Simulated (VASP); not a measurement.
# Au (C2/m) in VASP: single point with PBE

Aim: the single point of Au with PBE.

Program: VASP 6.6.1. These are calculated values, not measurements. Logs are shortened: lines on timing, memory, paths and dates and some standing lists are left out, and cuts for length are marked.

### Step 1. The cell of the first run

The typed cell holds 2 atoms: a = 4.050 Å, b = 4.050 Å, c = 2.973 Å, α = 90.00°, β = 133.12°, γ = 90.00°.

### Step 2. Single point, PBE

The input, INCAR:

```
SYSTEM = Au
PREC = Accurate
ENCUT = 520
EDIFF = 1E-7
ISMEAR = 0
SIGMA = 0.1
LREAL = .FALSE.
LASPH = .TRUE.
NELM = 100
ALGO = Fast
ISIF = 2
LWAVE = .FALSE.
LCHARG = .TRUE.
GGA = PE
LELF = .TRUE.
LVHAR = .TRUE.
NBANDS = 18
```

The input, KPOINTS:

```
Automatic mesh
0
G
  9 9 16
  0 0 0
```

The input, POSCAR:

```
Au
1.0
    4.0502404176      0.0000000000     -0.0065928845
    0.0000000000      4.0502457835      0.0000000000
   -2.0286124839      0.0000000000      2.1735253547
Au
2
Direct
    0.0000000000      0.0000000000      0.0000000000
    0.5000000000      0.5000000000      0.0000000000
```

Potentials or basis: VASP PAW PBE potentials, release 64 (Au).

Started as:

```console
$ cat potpaw_PBE.64/Au/POTCAR > POTCAR
$ mpirun -np 1 vasp_std > vasp.out
```

OUTCAR:

```text
SYSTEM = Au
   PREC = Accurate
   ENCUT = 520
   EDIFF = 1E-7
   ISMEAR = 0
   LREAL = .FALSE.
   LASPH = .TRUE.
   NELM = 100
   ISIF = 2
   GGA = PE

 ion  position               nearest neighbor table
   1  0.000  0.000  0.000-   2 2.86   2 2.86   2 2.86   2 2.86   2 2.97   2 2.97   2 2.97   2 2.97

   2  0.500  0.500  0.000-   1 2.86   1 2.86   1 2.86   1 2.86   1 2.97   1 2.97   1 2.97   1 2.97

  LATTYP: Found a simple monoclinic cell.
 ALAT       =     2.9635410969
 B/A-ratio  =     1.3666912829
 C/A-ratio  =     1.0032344363
 COS(beta)  =    -0.0690936568

  Lattice vectors:

 A1 = (   2.0216279337,   0.0000000000,   2.1669324702)
 A2 = (   0.0000000000,  -4.0502457835,   0.0000000000)
 A3 = (   2.0286124839,   0.0000000000,  -2.1735253547)

Analysis of symmetry for initial positions (statically):
=====================================================================
 Subroutine PRICEL returns following result:

  LATTYP: Found a base centered monoclinic cell.
 ALAT       =     4.0502457835
 B/A-ratio  =     1.0000000000
 C/A-ratio  =     0.7316941379
 COS(beta)  =    -0.6809751960

  Lattice vectors:

 A1 = (  -2.0251202088,   2.0251228918,   0.0032964423)
 A2 = (  -2.0251202088,  -2.0251228918,   0.0032964423)
 A3 = (   2.0216279337,   0.0000000000,   2.1669324702)

   2 primitive cells build up your supercell.

 Routine SETGRP: Setting up the symmetry group for a
 simple monoclinic supercell.

 Subroutine GETGRP returns: Found  4 space group operations
 (whereof  4 operations were pure point group operations)
 out of a pool of  4 trial point group operations.

The static configuration has the point symmetry C_2h.

Analysis of symmetry for dynamics (positions and initial velocities):
=====================================================================
 Subroutine PRICEL returns following result:

  LATTYP: Found a base centered monoclinic cell.
 ALAT       =     4.0502457835
 B/A-ratio  =     1.0000000000
 C/A-ratio  =     0.7316941379
 COS(beta)  =    -0.6809751960

  Lattice vectors:

 A1 = (  -2.0251202088,   2.0251228918,   0.0032964423)
 A2 = (  -2.0251202088,  -2.0251228918,   0.0032964423)
 A3 = (   2.0216279337,   0.0000000000,   2.1669324702)

   2 primitive cells build up your supercell.

 Routine SETGRP: Setting up the symmetry group for a
 simple monoclinic supercell.

 Subroutine GETGRP returns: Found  4 space group operations
 (whereof  4 operations were pure point group operations)
 out of a pool of  4 trial point group operations.

The dynamic configuration has the point symmetry C_2h.

 Subroutine INISYM returns: Found  4 space group operations
 (whereof  4 operations are pure point group operations),
 and found     2 'primitive' translations

----------------------------------------------------------------------------------------

                                     Primitive cell

  volume of cell :      17.8007

  direct lattice vectors                    reciprocal lattice vectors
    -2.025120209  2.025122892  0.003296442    -0.246524545  0.246898597  0.229993742
    -2.025120209 -2.025122892  0.003296442    -0.246524545 -0.246898597  0.229993742
     2.021627934  0.000000000  2.166932470     0.000750050  0.000000000  0.460782092

  length of vectors
     2.863956259  2.863956259  2.963541097     0.417888011  0.417888011  0.460782703

  position of ions in fractional coordinates (direct lattice)
     0.000000000  0.000000000  0.000000000

  ion indices of the primitive-cell ions
   primitive index   ion index
                 1           1

----------------------------------------------------------------------------------------

 KPOINTS: Automatic mesh

Automatic generation of k-mesh.
 Grid dimensions read from file:
 generate k-points for:    9    9   16

 Generating k-lattice:

  Cartesian coordinates                     Fractional coordinates (reciprocal lattice)
     0.027474955  0.000000000  0.025643150     0.111111111  0.000000000 -0.000000000
     0.000000000  0.027433177  0.000000000     0.000000000  0.111111111  0.000000000
     0.000046878  0.000000000  0.028798881     0.000000000  0.000000000  0.062500000

  Length of vectors
     0.037582500  0.027433177  0.028798919

  Shift w.r.t. Gamma in fractional coordinates (k-lattice)
     0.000000000  0.000000000  0.000000000

 Subroutine IBZKPT returns following result:
 ===========================================

 Found    365 irreducible k-points:

 Following reciprocal coordinates:
            Coordinates               Weight
  0.000000  0.000000  0.000000      1.000000
  0.111111  0.000000 -0.000000      2.000000
  0.222222  0.000000  0.000000      2.000000
  0.333333  0.000000  0.000000      2.000000
  0.444444  0.000000  0.000000      2.000000
  0.000000  0.111111  0.000000      2.000000
[... 16 lines left out ...]
  0.222222  0.444444  0.000000      4.000000
  0.333333  0.444444  0.000000      4.000000
 [... further k-points ...]
   k-points           NKPTS =    365   k-points in BZ     NKDIM =    365   number of bands    NBANDS=     18
   number of dos      NEDOS =    301   number of ions     NIONS =      2
   total plane-waves  NPLWV =  21600
   dimension x,y,z NGX =    30 NGY =   30 NGZ =   24
   dimension x,y,z NGXF=    60 NGYF=   60 NGZF=   48
   ions per type =               2
   NGX,Y,Z   is equivalent  to a cutoff of  12.31, 12.31, 13.42 a.u.
   NGXF,Y,Z  is equivalent  to a cutoff of  24.63, 24.63, 26.84 a.u.
 SYSTEM =  Au
   PREC   = accura    normal or accurate (medium, high low for compatibility)
   ISTART =      0    job   : 0-new  1-cont  2-samecut
   ICHARG =      2    charge: 1-file 2-atom 10-const
   ISPIN  =      1    spin polarized calculation?
   LNONCOLLINEAR =      F non collinear calculations
   LSORBIT =      F    spin-orbit coupling
   LASPH  =      T    aspherical Exc in radial PAW
   ENCUT  =  520.0 eV  38.22 Ry    6.18 a.u.   7.53  7.53  5.53*2*pi/ulx,y,z
   NELM   =    100;   NELMIN=  2; NELMDL= -5     # of ELM steps
   EDIFF  = 0.1E-06   stopping-criterion for ELM
   LREAL  =      F    real-space projection
   EDIFFG = 0.1E-05   stopping-criterion for IOM
   NSW    =      0    number of steps for IOM
   IBRION =     -1    ionic relax: 0-MD 1-quasi-New 2-CG
   NFREE  =      0    steps in history (QN), initial steepest desc. (CG)
   ISIF   =      2    stress and relaxation
   ISYM   =      2    0-nonsym 1-usesym 2-fastsym
   POTIM  = 0.5000    time-step for ionic-motion
   TEBEG  =    0.0;   TEEND  =   0.0 temperature during run
   PSTRESS=    0.0 pullay stress
   NELECT =      22.0000    total number of electrons
   NUPDOWN=      -1.0000    fix difference up-down
   EMIN   =  10.00;   EMAX   =-10.00  energy-range for DOS
   EFERMI =   0.00;   METHOD = LEGACY
   ISMEAR =     0;   SIGMA  =   0.10  broadening in eV -4-tet -1-fermi 0-gaus
   EFERMI_NEDOS =   21; number of points for ismear=-14 and -15
   IALGO  =     68    algorithm
   IMIX   =      4    mixing-type and parameters
     AMIX     =   0.40;   BMIX     =  1.00
     AMIX_MAG =   1.60;   BMIX_MAG =  1.00
  volume/ion in A,a.u.               =      17.80       120.12
  Fermi-wavevector in a.u.,A,eV,Ry     =   1.394420  2.635071 26.455256  1.944406
  Thomas-Fermi vector in A             =   2.517971
   LORBIT       =      0    0 simple, 1 ext, 2 COOP (PROOUT), +10 PAW based schemes
   GGA     = PE    functional components
   LHFCALC =     F    Hartree Fock is set to
   AEXX    =    0.0000 exact exchange contribution
   IVDW    =     0    specifies the selected vdW correction
   LEPSILON=     F    determine dielectric tensor
   LRPA    =     F    only Hartree local field effects (RPA)
 non-spin polarized calculation
 RMM-DIIS sequential band-by-band and
 Gauss-broadening in eV      SIGMA  =   0.10
  energy-cutoff  :      520.00
  volume of cell :       35.60
 maximum number of plane-waves:       979
 NGX is ok and might be reduce to    30
   NGX = 15   NGY = 15   NGZ = 11

 number of electron      21.9999999 magnetization

 Free energy of the ion-electron system (eV)
  ---------------------------------------------------
  ext. energy  EPLUGINS =         0.00000000
  ---------------------------------------------------
  free energy    TOTEN  =        -6.43091708 eV

  energy without entropy =       -6.42705716  energy(sigma->0) =       -6.42898712

 E-fermi :   8.7426     XC(G=0): -12.4578

 val. band max:        8.7401303702   @ k =   0.2222   0.2222   0.2500
 cond. band min:       8.7553787138   @ k =  -0.1111   0.2222   0.1250
 fundamental gap:      0.0152483436
 Fermi energy:         8.7425768813

 k-point     1 :       0.0000    0.0000    0.0000
  band No.  band energies     occupation
      1      -0.6388      2.00000
      2       2.1189      2.00000
      3       2.4173      2.00000
      4       3.9014      2.00000
      5       4.5086      2.00000
      6       4.5089      2.00000
[... 10 lines left out ...]
     17      25.2420      0.00000
     18      26.4113      0.00000

 k-point     2 :       0.1111    0.0000   -0.0000
  band No.  band energies     occupation
      1      -0.3688      2.00000
      2       2.2779      2.00000
      3       2.5682      2.00000
      4       3.9114      2.00000
      5       4.4997      2.00000
      6       4.6069      2.00000
[... 10 lines left out ...]
     17      25.6237      0.00000
     18      25.9163      0.00000

 k-point     3 :       0.2222    0.0000    0.0000
  band No.  band energies     occupation
      1       0.3962      2.00000
      2       2.6089      2.00000
      3       3.0520      2.00000
      4       3.8618      2.00000
      5       4.6019      2.00000
      6       4.7206      2.00000
[... 10 lines left out ...]
     17      23.9933      0.00000
     18      25.8522      0.00000

 k-point     4 :       0.3333    0.0000    0.0000
  band No.  band energies     occupation
      1       1.5025      2.00000
      2       2.9845      2.00000
      3       3.6291      2.00000
      4       3.7620      2.00000
      5       4.5772      2.00000
      6       4.5961      2.00000
[... 375 lines left out ...]
      4       3.6144      2.00000
      5       4.6416      2.00000
      6       4.7077      2.00000
[... 10 lines left out ...]
     17      24.2822      0.00000
     18      24.9374      0.00000

 k-point    23 :       0.2222    0.4444    0.0000
  band No.  band energies     occupation
      1       1.8587      2.00000
      2       2.3548      2.00000
      3       3.8903      2.00000
      4       4.0771      2.00000
      5       4.3466      2.00000
      6       4.3842      2.00000
[... 10 lines left out ...]
     17      24.1072      0.00000
     18      25.0535      0.00000

 k-point    24 :       0.3333    0.4444    0.0000
  band No.  band energies     occupation
      1       1.8818      2.00000
      2       2.1396      2.00000
      3       4.1431      2.00000
      4       4.1599      2.00000
      5       4.5122      2.00000
      6       4.6144      2.00000
[... 10 lines left out ...]
     17      24.3297      0.00000
     18      25.5005      0.00000

 [... further k-points ...]
[... 5 lines left out ...]
  --------------------------------------------------------------------------------------
  -------------------------------------------------------------------------------------
  Total        0.4135724      0.4103175     -0.0551715      0.0000000      0.0000000     -0.0090031
  in kB       18.6121081     18.4656245     -2.4828956      0.0000000      0.0000000     -0.4051703
  external PRESSURE =      11.5316123 kB  Pullay stress =       0.0000000 kB

 VOLUME and BASIS-vectors are now :
 -----------------------------------------------------------------------------
  energy-cutoff  :      520.00
  volume of cell :       35.60
      direct lattice vectors                 reciprocal lattice vectors
     4.050240418  0.000000000 -0.006592884     0.247274595  0.000000000  0.230788351
     0.000000000  4.050245784  0.000000000     0.000000000  0.246898597  0.000000000
    -2.028612484  0.000000000  2.173525355     0.000750050  0.000000000  0.460782092

 POSITION                                       TOTAL-FORCE (eV/Angst)
 -----------------------------------------------------------------------------------
      0.00000      0.00000      0.00000        -0.000000      0.000000      0.000000
      2.02512      2.02512     -0.00330         0.000000     -0.000000     -0.000000
 -----------------------------------------------------------------------------------
    total drift:                                0.000000      0.000000     -0.000000

  FREE ENERGIE OF THE ION-ELECTRON SYSTEM (eV)
  ---------------------------------------------------
  free  energy   TOTEN  =        -6.4309170819 eV

  energy  without entropy=       -6.4270571568  energy(sigma->0) =       -6.42898712
```

It took 94 s on 1 thread of Intel Xeon 6975P-C (Granite Rapids), shared host; peak memory 0.3 GiB.

Results:

| Property | Result |
| --- | --- |
| Free energy | -6.4309 eV |
| Pressure | 1.2 GPa |
| Band gap on the k mesh | zero (band 11 reaches 12.78 eV, above the bottom of band 12 at 6.19 eV) |

Levels at points of the mesh, in eV from the Fermi level:
| k point | band 7 | band 8 | band 9 | band 10 | band 11 | band 12 | band 13 | band 14 | band 15 | band 16 |
| --- | --- | --- | --- | --- | --- | --- | --- | --- | --- | --- |
| (0.00, 0.00, 0.00) | -3.39 | -2.74 | -2.03 | -1.88 | -1.39 | 1.56 | 5.99 | 9.49 | 9.61 | 14.66 |
| (0.00, 0.00, 0.50) | -1.88 | -1.68 | -1.68 | -1.39 | 0.46 | 1.56 | 4.44 | 5.99 | 9.52 | 9.58 |

Caveat: spin-orbit coupling is left out, which moves the levels of the heavy elements.
